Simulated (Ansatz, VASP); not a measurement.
**SnSe: VASP beside Ansatz**

```
CELL_PARAMETERS angstrom
-0.06020 2.97990 2.97990
2.97990 -0.06020 2.97990
2.97990 2.97990 -0.06020
ATOMIC_POSITIONS crystal
Sn 0.00000 0.00000 0.00000
Se 0.50000 0.50000 0.50000
```

Change from the starting cell: equal xy, yz and zx shear strains of -2 %, PAW files.

Alike in both runs: task electric field gradients; functional LDA; k mesh 9 × 9 × 9; occupations fermi-dirac, width 0.02 eV; no spin polarisation.

```csv
,VASP,Ansatz
version,VASP 6.6.1,Ansatz 0.2.0
potentials or method,"VASP PAW LDA potentials, release 64 (Sn_d, Se)","PAW with Ansatz's default frozen-core files, scalar-relativistic"
plane-wave cutoff (eV),400,420
valence electrons in the cell,20,30
```

VASP gave:

| Property | Result |
| --- | --- |
| pressure (GPa) | -3.2 |
| traceless stress, the component that is largest in VASP (GPa) | 0.39 |
| size of Vzz on the site where it differs most (V/Å²) | 0.6 |

Q: Which values does Ansatz return?

A: Pressure (GPa): -3.3; traceless stress, the component that is largest in VASP (GPa): 0.39; size of Vzz on the site where it differs most (V/Å²): 1.2.

LDA's correlation is that of Perdew and Zunger in VASP and of Perdew and Wang (1992) in Ansatz. VASP's potentials hold 20 valence electrons a cell and Ansatz's 30, so a difference there can come from the potentials and not from the codes.
